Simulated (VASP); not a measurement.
Here is a VASP 6.6.1 calculation.

File INCAR:

```
SYSTEM = GaP
ALGO = Normal
EDIFF = 1E-6
ENCUT = 500
GGA = CA
GGA_COMPAT = .FALSE.
ISIF = 2
ISMEAR = 0
LASPH = .TRUE.
LCHARG = .TRUE.
LELF = .TRUE.
LREAL = .FALSE.
LVHAR = .TRUE.
LWAVE = .FALSE.
NBANDS = 16
NELM = 120
PREC = Accurate
SIGMA = 0.02
```

KPOINTS

```
k-points
0
G
  8 8 8
  0 0 0
```

Contents of POSCAR:

```
GaP
1.0
    0.0000000000      2.6956550235      2.6956550235
    2.6956550235      0.0000000000      2.6956550235
    2.6956550235      2.6956550235      0.0000000000
Ga P
1 1
Direct
    0.0000000000      0.0000000000      0.0000000000
    0.2500000000      0.2500000000      0.2500000000
```

Potentials or basis: VASP PAW LDA potentials, release 64 (Ga_d, P).

Command:

```bash
$ cat potpaw_LDA.64/Ga_d/POTCAR potpaw_LDA.64/P/POTCAR > POTCAR
$ mpirun -np 1 vasp_std > vasp.out
```

(1) What does it give for the band gap on the k mesh?

(2) Estimate the pressure.

## Answers

(1) 1.43 eV, indirect (least direct gap 1.91 eV).

(2) 0.1 GPa.
